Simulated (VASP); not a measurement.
Re: single point with r2SCAN

The system is Re.

```
Re
1.0
     2.74712    0.00000    0.00000
    -1.37356    2.37907    0.00000
     0.00000    0.00000    2.44819
Re
1
Direct
  0.00000 0.00000 0.00000
```

This isn't the form of Re at room conditions, which is hcp.

* Program: VASP 6.6.1
* Task: single point
* Functional: r2SCAN
* Potentials or basis: VASP PAW PBE potentials, release 64 (Re)
* Cutoff: 520 eV
* k mesh: 24 × 24 × 22
* Occupations: gaussian, width 0.1 eV
* Spin: no spin polarisation

The pressure is -0.7 GPa and the band gap on the k mesh is zero (an odd number of electrons rules out a gap without spin polarisation).

Stress tensor (GPa, compression positive):
```
 0.21  0.00  0.00
 0.00  0.21  0.00
 0.00  0.00 -2.56
```

Levels at points of the mesh, in eV from the Fermi level:
| k point | band 1 | band 2 | band 3 | band 4 | band 5 | band 6 | band 7 | band 8 |
| --- | --- | --- | --- | --- | --- | --- | --- | --- |
| (0.00, 0.00, 0.00) | -10.15 | -6.19 | -1.98 | -1.98 | 4.23 | 4.23 | 13.99 | 18.13 |
| (0.50, 0.00, 0.00) | -6.84 | -5.44 | -0.56 | 1.08 | 3.55 | 3.91 | 8.56 | 13.20 |
| (0.00, 0.00, 0.50) | -6.02 | -0.90 | -0.83 | -0.83 | -0.52 | -0.52 | 10.94 | 18.28 |
| (0.50, 0.00, 0.50) | -6.83 | -4.56 | -1.85 | 4.47 | 6.10 | 6.32 | 6.36 | 17.25 |

Wall time 4.5 min on 1 thread of Intel(R) Xeon(R) Platinum 8488C (Sapphire Rapids) (shared host), peak memory 0.23 GiB.

Caveat: the PAW data sets were made with another functional, which shifts forces and pressure a little; spin-orbit coupling is left out, which moves the levels of the heavy elements.
